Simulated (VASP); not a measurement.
# CsCu3 (P1) in VASP: single point with PBE

Aim: the single point of CsCu3 with PBE.

Program: VASP 6.6.1. These are calculated values, not measurements. Logs are shortened: lines on timing, memory, paths and dates and some standing lists are left out, and cuts for length are marked.

### Step 1. The cell of the first run

The typed cell holds 8 atoms: a = 4.887 Å, b = 6.599 Å, c = 7.074 Å, α = 62.84°, β = 85.43°, γ = 80.61°.

### Step 2. Single point, PBE

The input, INCAR:

```
SYSTEM = CsCu3
PREC = Accurate
ENCUT = 600
EDIFF = 1E-6
ISMEAR = 0
SIGMA = 0.1
LREAL = .False.
LASPH = .True.
NELM = 120
ALGO = Normal
ISIF = 2
LWAVE = .False.
LCHARG = .False.
GGA = PE
NBANDS = 52
GGA_COMPAT = .False.
```

The input, KPOINTS:

```
Automatic mesh
0
Gamma
  4 4 4
  0 0 0
```

The input, POSCAR:

```
CsCu3
1.0
    4.8869526322      0.0000000000      0.0000000000
    1.0766582094      6.5106651535      0.0000000000
    0.5630147253      3.1802448456      6.2932660934
Cs Cu
2 6
Direct
    0.9725234243      0.0280483133      0.9975588131
    0.4722776967      0.5256676702      0.0024674126
    0.4262623389      0.3122650987      0.5254583423
    0.5921578767      0.6659810990      0.4816585657
    0.9265786850      0.3370092004      0.4749220712
    0.0918884208      0.6483640651      0.5176504395
    0.2592870386      0.9961458170      0.4902176122
    0.7590245190      0.9865187361      0.5100667436
```

Potentials or basis: VASP PAW PBE potentials, release 64 (Cs_sv, Cu).

Started as:

```
$ cat potpaw_PBE.64/Cs_sv/POTCAR potpaw_PBE.64/Cu/POTCAR > POTCAR
$ mpirun -np 1 vasp_std > vasp.out
```

OUTCAR:

```text
SYSTEM = CsCu3
   PREC = Accurate
   ENCUT = 600
   EDIFF = 1E-6
   ISMEAR = 0
   LREAL = .False.
   LASPH = .True.
   NELM = 120
   ISIF = 2
   GGA = PE

 ion  position               nearest neighbor table
   1  0.973  0.028  0.998-
   2  0.472  0.526  0.002-
   3  0.426  0.312  0.525-   5 2.46   5 2.46   4 2.47   7 2.48   6 2.51   8 2.51
   4  0.592  0.666  0.482-   6 2.45   6 2.45   3 2.47   8 2.48   5 2.51   7 2.52
   5  0.927  0.337  0.475-   3 2.46   3 2.46   6 2.47   8 2.48   4 2.51   7 2.52
   6  0.092  0.648  0.518-   4 2.45   4 2.45   5 2.47   7 2.48   3 2.51   8 2.52
   7  0.259  0.996  0.490-   8 2.45   8 2.45   3 2.48   6 2.48   5 2.52   4 2.52
   8  0.759  0.987  0.510-   7 2.45   7 2.45   5 2.48   4 2.48   3 2.51   6 2.52

  LATTYP: Found a triclinic cell.
 ALAT       =    12.5128362202
 B/A-ratio  =     0.3905551504
 C/A-ratio  =     1.0059689635
 COS(alpha) =     0.0039222358
 COS(beta)  =     0.5031130913
 COS(gamma) =     0.8261052736

  Lattice vectors:

 A1 = ( -10.3369199897,  -3.1802448456,  -6.2932660934)
 A2 = (  -4.8869526322,   0.0000000000,   0.0000000000)
 A3 = (  -0.0493712412,   0.1501754623, -12.5865321868)

Analysis of symmetry for initial positions (statically):
=====================================================================
 Subroutine PRICEL returns:
 Original cell was already a primitive cell.

 Routine SETGRP: Setting up the symmetry group for a
 triclinic supercell.

 Subroutine GETGRP returns: Found  1 space group operations
 (whereof  1 operations were pure point group operations)
 out of a pool of  2 trial point group operations.

The static configuration has the point symmetry C_1 .

Analysis of symmetry for dynamics (positions and initial velocities):
=====================================================================
 Subroutine PRICEL returns:
 Original cell was already a primitive cell.

 Routine SETGRP: Setting up the symmetry group for a
 triclinic supercell.

 Subroutine GETGRP returns: Found  1 space group operations
 (whereof  1 operations were pure point group operations)
 out of a pool of  2 trial point group operations.

The dynamic configuration has the point symmetry C_1 .

 Subroutine INISYM returns: Found  1 space group operations
 (whereof  1 operations are pure point group operations),
 and found     1 'primitive' translations

----------------------------------------------------------------------------------------

                                     Primitive cell

  volume of cell :     200.2348

  direct lattice vectors                    reciprocal lattice vectors
     4.886952632  0.000000000  0.000000000     0.204626497 -0.033838754 -0.001206402
     1.076658209  6.510665153  0.000000000     0.000000000  0.153594138 -0.077617402
     0.563014725  3.180244846  6.293266093     0.000000000  0.000000000  0.158900003

  length of vectors
     4.886952632  6.599087334  7.073622904     0.207409065  0.172091895  0.158900003

  position of ions in fractional coordinates (direct lattice)
     0.972523424  0.028048313  0.997558813
     0.472277697  0.525667670  0.002467413
     0.426262339  0.312265099  0.525458342
     0.592157877  0.665981099  0.481658566
     0.926578685  0.337009200  0.474922071
     0.091888421  0.648364065  0.517650440
     0.259287039  0.996145817  0.490217612
     0.759024519  0.986518736  0.510066744

  ion indices of the primitive-cell ions
   primitive index   ion index
                 1           1
                 2           2
                 3           3
                 4           4
                 5           5
                 6           6
                 7           7
                 8           8

----------------------------------------------------------------------------------------

 KPOINTS: Automatic mesh

Automatic generation of k-mesh.
 Grid dimensions read from file:
 generate k-points for:    4    4    4

 Generating k-lattice:

  Cartesian coordinates                     Fractional coordinates (reciprocal lattice)
     0.051156624 -0.008459689 -0.000301600     0.250000000  0.000000000  0.000000000
     0.000000000  0.038398534 -0.019404351     0.000000000  0.250000000 -0.000000000
     0.000000000  0.000000000  0.039725001     0.000000000  0.000000000  0.250000000

  Length of vectors
     0.051852266  0.043022974  0.039725001

  Shift w.r.t. Gamma in fractional coordinates (k-lattice)
     0.000000000  0.000000000  0.000000000

 Subroutine IBZKPT returns following result:
 ===========================================

 Found     36 irreducible k-points:

 Following reciprocal coordinates:
            Coordinates               Weight
  0.000000  0.000000  0.000000      1.000000
  0.250000 -0.000000 -0.000000      2.000000
  0.500000 -0.000000 -0.000000      1.000000
  0.000000  0.250000  0.000000      2.000000
  0.250000  0.250000  0.000000      2.000000
  0.500000  0.250000  0.000000      2.000000
[... 16 lines left out ...]
  0.000000 -0.250000  0.250000      2.000000
  0.250000 -0.250000  0.250000      2.000000
 [... further k-points ...]
   k-points           NKPTS =     36   k-points in BZ     NKDIM =     36   number of bands    NBANDS=     52
   number of dos      NEDOS =    301   number of ions     NIONS =      8
   total plane-waves  NPLWV = 129600
   dimension x,y,z NGX =    40 NGY =   54 NGZ =   60
   dimension x,y,z NGXF=    80 NGYF=  108 NGZF=  120
   ions per type =               2   6
   NGX,Y,Z   is equivalent  to a cutoff of  13.61, 13.60, 14.10 a.u.
   NGXF,Y,Z  is equivalent  to a cutoff of  27.21, 27.21, 28.20 a.u.
 SYSTEM =  CsCu3
   PREC   = accura    normal or accurate (medium, high low for compatibility)
   ISTART =      0    job   : 0-new  1-cont  2-samecut
   ICHARG =      2    charge: 1-file 2-atom 10-const
   ISPIN  =      1    spin polarized calculation?
   LNONCOLLINEAR =      F non collinear calculations
   LSORBIT =      F    spin-orbit coupling
   LASPH  =      T    aspherical Exc in radial PAW
   ENCUT  =  600.0 eV  44.10 Ry    6.64 a.u.   9.76 13.18 14.13*2*pi/ulx,y,z
   NELM   =    120;   NELMIN=  2; NELMDL= -5     # of ELM steps
   EDIFF  = 0.1E-05   stopping-criterion for ELM
   LREAL  =      F    real-space projection
   EDIFFG = 0.1E-04   stopping-criterion for IOM
   NSW    =      0    number of steps for IOM
   IBRION =     -1    ionic relax: 0-MD 1-quasi-New 2-CG
   NFREE  =      0    steps in history (QN), initial steepest desc. (CG)
   ISIF   =      2    stress and relaxation
   ISYM   =      2    0-nonsym 1-usesym 2-fastsym
   POTIM  = 0.5000    time-step for ionic-motion
   TEBEG  =    0.0;   TEEND  =   0.0 temperature during run
   PSTRESS=    0.0 pullay stress
   NELECT =      84.0000    total number of electrons
   NUPDOWN=      -1.0000    fix difference up-down
   EMIN   =  10.00;   EMAX   =-10.00  energy-range for DOS
   EFERMI =   0.00;   METHOD = LEGACY
   ISMEAR =     0;   SIGMA  =   0.10  broadening in eV -4-tet -1-fermi 0-gaus
   EFERMI_NEDOS =   21; number of points for ismear=-14 and -15
   IALGO  =     38    algorithm
   IMIX   =      4    mixing-type and parameters
     AMIX     =   0.40;   BMIX     =  1.00
     AMIX_MAG =   1.60;   BMIX_MAG =  1.00
  volume/ion in A,a.u.               =      25.03       168.91
  Fermi-wavevector in a.u.,A,eV,Ry     =   1.225523  2.315902 20.434674  1.501906
  Thomas-Fermi vector in A             =   2.360558
   LORBIT       =      0    0 simple, 1 ext, 2 COOP (PROOUT), +10 PAW based schemes
   GGA     = PE    functional components
   LHFCALC =     F    Hartree Fock is set to
   AEXX    =    0.0000 exact exchange contribution
   IVDW    =     0    specifies the selected vdW correction
   LEPSILON=     F    determine dielectric tensor
   LRPA    =     F    only Hartree local field effects (RPA)
 non-spin polarized calculation
 Gauss-broadening in eV      SIGMA  =   0.10
  energy-cutoff  :      600.00
  volume of cell :      200.23
 maximum number of plane-waves:      6706
   NGX = 19   NGY = 27   NGZ = 29

 number of electron      84.0000003 magnetization

 Free energy of the ion-electron system (eV)
  ---------------------------------------------------
  ext. energy  EPLUGINS =         0.00000000
  ---------------------------------------------------
  free energy    TOTEN  =       -22.60354165 eV

  energy without entropy =      -22.59157761  energy(sigma->0) =      -22.59755963

 E-fermi :   3.6649     XC(G=0):  -9.1991

 val. band max:        3.6299518354   @ k =   0.2500  -0.0000  -0.0000
 cond. band min:       3.6801396533   @ k =  -0.2500  -0.2500   0.2500
 fundamental gap:      0.0501878179
 Fermi energy:         3.6648706691

 k-point     1 :       0.0000    0.0000    0.0000
  band No.  band energies     occupation
      1     -19.4939      2.00000
      2     -19.2850      2.00000
      3      -7.1417      2.00000
      4      -6.3493      2.00000
      5      -6.3094      2.00000
      6      -6.1098      2.00000
[... 44 lines left out ...]
     51       7.7124      0.00000
     52       8.0723      0.00000

 k-point     2 :       0.2500   -0.0000   -0.0000
  band No.  band energies     occupation
      1     -19.4594      2.00000
      2     -19.3114      2.00000
      3      -6.9585      2.00000
      4      -6.3797      2.00000
      5      -6.2924      2.00000
      6      -6.2426      2.00000
[... 44 lines left out ...]
     51       7.7276      0.00000
     52       8.2607      0.00000

 k-point     3 :       0.5000   -0.0000   -0.0000
  band No.  band energies     occupation
      1     -19.3818      2.00000
      2     -19.3809      2.00000
      3      -6.5012      2.00000
      4      -6.5002      2.00000
      5      -6.3739      2.00000
      6      -6.3730      2.00000
[... 44 lines left out ...]
     51       8.6399      0.00000
     52       8.6474      0.00000
[... 1046 lines left out ...]
 k-point    23 :       0.0000   -0.2500    0.2500
  band No.  band energies     occupation
      1     -19.4637      2.00000
      2     -19.3169      2.00000
      3      -6.9562      2.00000
      4      -6.4290      2.00000
      5      -6.2820      2.00000
      6      -6.1442      2.00000
[... 44 lines left out ...]
     51       7.9494      0.00000
     52       8.2057      0.00000

 k-point    24 :       0.2500   -0.2500    0.2500
  band No.  band energies     occupation
      1     -19.4027      2.00000
      2     -19.3698      2.00000
      3      -6.5875      2.00000
      4      -6.4790      2.00000
      5      -6.3970      2.00000
      6      -6.3055      2.00000
[... 44 lines left out ...]
     51       7.7754      0.00000
     52       7.9336      0.00000

 [... further k-points ...]

------------------------ aborting loop because EDIFF is reached ----------------------------------------

  FORCE on cell =-STRESS in cart. coord.  units (eV):
  Direction    XX          YY          ZZ          XY          YZ          ZX
  --------------------------------------------------------------------------------------
  -------------------------------------------------------------------------------------
  Total        0.4205626      0.4301504      0.3708032     -0.0534001      0.0084912     -0.0011615
  in kB        3.3651286      3.4418455      2.9669793     -0.4272803      0.0679426     -0.0092934
  external PRESSURE =       3.2579845 kB  Pullay stress =       0.0000000 kB

 VOLUME and BASIS-vectors are now :
 -----------------------------------------------------------------------------
  energy-cutoff  :      600.00
  volume of cell :      200.23
      direct lattice vectors                 reciprocal lattice vectors
     4.886952632  0.000000000  0.000000000     0.204626497 -0.033838754 -0.001206402
     1.076658209  6.510665153  0.000000000     0.000000000  0.153594138 -0.077617402
     0.563014725  3.180244846  6.293266093     0.000000000  0.000000000  0.158900003

 POSITION                                       TOTAL-FORCE (eV/Angst)
 -----------------------------------------------------------------------------------
      5.34451      3.35509      6.27790        -0.001573      0.001136      0.000907
      2.87535      3.43029      0.01553         0.000510      0.000101     -0.001040
      2.71517      3.70414      3.30685         0.002773      0.002344      0.029535
      3.88206      5.86777      3.03121        -0.001273     -0.004119     -0.019618
      5.15838      3.70452      2.98881         0.002089      0.003108     -0.029089
      1.43857      5.86754      3.25771        -0.001418     -0.004048      0.019166
      2.61563      8.04458      3.08507         0.000030      0.000599     -0.008794
      5.05864      8.04503      3.20999        -0.001137      0.000878      0.008931
 -----------------------------------------------------------------------------------
    total drift:                                0.001211      0.000151     -0.000178

  FREE ENERGIE OF THE ION-ELECTRON SYSTEM (eV)
  ---------------------------------------------------
  free  energy   TOTEN  =       -22.6035416543 eV

  energy  without entropy=      -22.5915776084  energy(sigma->0) =      -22.59755963
```

Run time: 23 min. Hardware: 1 thread of AMD EPYC 7R13, shared host; peak memory 0.53 GiB.

What came out:

* Free energy: -22.6035 eV
* Pressure: 0.3 GPa
* Largest force: 0.030 eV/Å
* Band gap on the k mesh: zero (bands 42 and 43 overlap by 1.28 eV)

Forces on the atoms (eV/Å):
```
Cs  -0.002  0.001  0.001
Cs   0.001  0.000 -0.001
Cu   0.003  0.002  0.030
Cu  -0.001 -0.004 -0.020
Cu   0.002  0.003 -0.029
Cu  -0.001 -0.004  0.019
Cu   0.000  0.001 -0.009
Cu  -0.001  0.001  0.009
```

Levels at points of the mesh, in eV from the Fermi level:
```tsv
k point	band 39	band 40	band 41	band 42	band 43	band 44	band 45	band 46
(0.00, 0.00, 0.00)	-1.67	-1.67	-1.30	0.20	0.27	0.64	1.05	1.25
(0.50, 0.00, 0.00)	-1.93	-1.93	-0.64	-0.63	0.56	0.57	1.70	1.71
(0.00, 0.50, 0.00)	-1.35	-1.34	0.17	0.27	0.93	0.96	1.18	1.25
(0.50, 0.50, 0.00)	-1.90	-1.90	-1.65	-1.59	0.79	0.98	1.85	1.93
(0.00, 0.00, 0.50)	-1.68	-1.67	-1.66	-1.30	0.80	1.12	1.17	1.33
(0.50, 0.00, 0.50)	-1.93	-1.93	-0.57	-0.57	0.77	0.77	0.91	0.91
(0.00, 0.50, 0.50)	-1.35	-1.34	0.15	0.25	0.93	0.96	1.18	1.24
(0.50, 0.50, 0.50)	-1.90	-1.90	-1.65	-1.59	0.80	0.97	1.87	1.95
```

Caveat: spin-orbit coupling is left out, which moves the levels of the heavy elements.
